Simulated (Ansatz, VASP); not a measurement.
## B3P2: VASP beside Ansatz

```
B P
1.0
     3.39427    0.00000    0.00000
    -1.69713    2.93952    0.00000
     0.00000    0.00000    5.28093
B P
3 2
Direct
  0.00000 0.00000 0.00000
  0.33333 0.66667 0.64500
  0.66667 0.33333 0.35500
  0.33333 0.66667 0.24500
  0.66667 0.33333 0.75500
```

Alike in both runs: task relaxation of cell and atoms; functional PBE; k mesh 6 × 6 × 4; occupations gaussian, width 0.1 eV; no spin polarisation.

|  | VASP | Ansatz |
| --- | --- | --- |
| version | VASP 6.6.1 | Ansatz 0.2.0 |
| potentials or method | VASP PAW PBE potentials, release 64 (B, P), cutoff 600 eV | scalar-relativistic, plane waves, PAW |
| valence electrons in the cell | 19 | 19 |

Ansatz gave:

- gap on the k mesh at the Fermi level, each at its own relaxed structure (eV): none
- relaxed volume (Å³/atom): 10.32
- relaxed cell length with the largest relative difference (Å): 6.175

Task: What did VASP give for the same quantities?

Result: gap on the k mesh at the Fermi level, each at its own relaxed structure (eV): none; relaxed volume (Å³/atom): 10.49; relaxed cell length with the largest relative difference (Å): 6.415.

A gap of «none» marks a metal or a gap that the smearing closes.
